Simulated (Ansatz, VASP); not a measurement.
## Two plane-wave programs on BiH3Pb

```
CELL_PARAMETERS angstrom
3.91879 0.00000 0.00000
-1.95939 3.39377 0.00000
0.00000 0.00000 6.86846
ATOMIC_POSITIONS crystal
Bi 0.00000 0.00000 0.68593
H 0.50000 0.50000 0.56894
H 0.50000 0.00000 0.56894
H 0.00000 0.50000 0.56894
Pb 0.00000 0.00000 0.18190
```

Alike in both runs: task relaxation of cell and atoms; functional PBE; k mesh 12 × 12 × 6; occupations gaussian, width 0.1 eV; no spin polarisation.

|  | VASP | Ansatz |
| --- | --- | --- |
| version | VASP 6.6.1 | Ansatz 0.2.0 |
| potentials or method | VASP PAW PBE potentials, release 64 (Bi_d, H, Pb_d), cutoff 600 eV | scalar-relativistic, plane waves, PAW |
| valence electrons in the cell | 32 | 32 |

Ansatz gave:

| Property | Result |
| --- | --- |
| gap on the k mesh at the Fermi level, each at its own relaxed structure (eV) | none |
| relaxed volume (Å³/atom) | 18.06 |
| relaxed length of the cell vector where the two differ most in proportion (Å) | 6.932 |

Task: Which values does VASP return?

Result: gap on the k mesh at the Fermi level, each at its own relaxed structure (eV): none; relaxed volume (Å³/atom): 18.01; relaxed length of the cell vector where the two differ most in proportion (Å): 6.920.

A gap of «none» marks a metal or a gap that the smearing closes.

Neither program's run includes spin-orbit coupling.
